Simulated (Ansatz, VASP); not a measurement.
## Two plane-wave programs on GdO

```xyz
2
Lattice="0.0000 2.6934 2.6934 2.6934 0.0000 2.6934 2.6934 2.6934 0.0000" Properties=species:S:1:pos:R:3 pbc="T T T"
Gd    0.0000    0.0000    0.0000
O     1.3467    1.3467    1.3467
```

Alike in both runs: task single point; functional PBE; k mesh 6 × 6 × 6; occupations gaussian, width 0.05 eV; collinear spin.

|  | VASP | Ansatz |
| --- | --- | --- |
| version | VASP 6.6.1 | Ansatz 0.2.0 |
| potentials or method | VASP PAW PBE potentials, release 64 (Gd, O), cutoff 600 eV | scalar-relativistic, plane waves, PAW |
| valence electrons in the cell | 24 | 24 |

VASP gave:

| Quantity | Value |
| --- | --- |
| gap on the k mesh at the Fermi level (eV) | none |
| pressure (GPa) | 0.0 |
| net moment per atom (μB) | 3.77 |
| size of the moment on the site where the two differ most (μB) | 6.86 |

Problem. Estimate Ansatz's values.

Solution. gap on the k mesh at the Fermi level (eV): none; pressure (GPa): 0.0; net moment per atom (μB): 3.74; size of the moment on the site where the two differ most (μB): 6.81.

Site moments also hang on the region over which each program counts them. A gap of «none» marks a metal or a gap that the smearing closes.

Neither program's run includes spin-orbit coupling.
